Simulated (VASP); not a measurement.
Runs of VASP 6.6.1 on W. The structure is that of space group Im-3m (No. 229), or close to it. The cells are those of the table. 

| cell | gap on the mesh (eV) | pressure (GPa) |
| --- | --- | --- |
| a = 2.642 Å, angles 109.5°, 1 atom | none | 35.5 |
| a = 2.603 Å, angles 109.5°, 1 atom | none | (b) |
| a = 2.716 Å, angles 109.5°, 1 atom | none | 1.7 |
| a = 2.752 Å, angles 109.5°, 1 atom | none | -10.6 |
| a = 2.787 Å, angles 109.5°, 1 atom | none | -20.7 |
| a = 2.821 Å, angles 109.5°, 1 atom | none | (a) |
| a = 2.679 Å, angles 109.5°, 1 atom | none | 16.8 |

Alike in all rows: task single point; level LDA; potentials or basis VASP PAW LDA potentials, release 64 (W_sv); no spin polarisation; k mesh 22 × 22 × 22; cutoff (eV) 520; smearing gaussian 0.15 eV.

Q: Estimate the missing entries.

A: (a) -28.9; (b) 58.7.

Caveats: spin-orbit coupling is left out, which moves the levels of the heavy elements; the cell stands under pressure (at least some runs); the cell stands under tension (at least some runs).

A k mesh can miss the band edges, and the runs leave out spin-orbit coupling on W.

A gap of «none» marks levels without a gap at the run's occupations.
